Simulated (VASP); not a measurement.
The system is BaTe.

```
Ba Te
1.0
     0.00000    3.83426    3.83426
     3.83426    0.00000    3.83426
     3.83426    3.83426    0.00000
Ba Te
1 1
Direct
  0.00000 0.00000 0.00000
  0.25000 0.25000 0.25000
```

Base run:

| Item | Value |
| --- | --- |
| Program | VASP 6.6.1 |
| Functional | PBE |
| Potentials or basis | VASP PAW PBE potentials, release 64 (Ba_sv, Te) |
| Cutoff | 520 eV |
| k mesh | 6 × 6 × 6 |
| Occupations | gaussian, width 0.01 eV |
| Spin | no spin polarisation |

Its results: band gap on the k mesh 2.66 eV (least direct gap 2.89 eV); pressure 1.6 GPa.

Problem. The run is repeated on the same cell with these changes: functional from PBE to r2SCAN; further incar settings from ALGO = Normal; EDIFF = 1e-06; NBANDS = 15 to ALGO = Normal; EDIFF = 1e-07; NBANDS = 15. What comes out?

Solution. Band gap on the k mesh 3.03 eV (least direct gap 3.16 eV); pressure 1.6 GPa.

Caveats: the structure was generated, so it needn't be the stable form of BaTe; spin-orbit coupling is left out, which moves the levels of the heavy elements; the PAW data sets were made with another functional, which shifts forces and pressure a little (at least some runs).

A k mesh can miss the band edges.
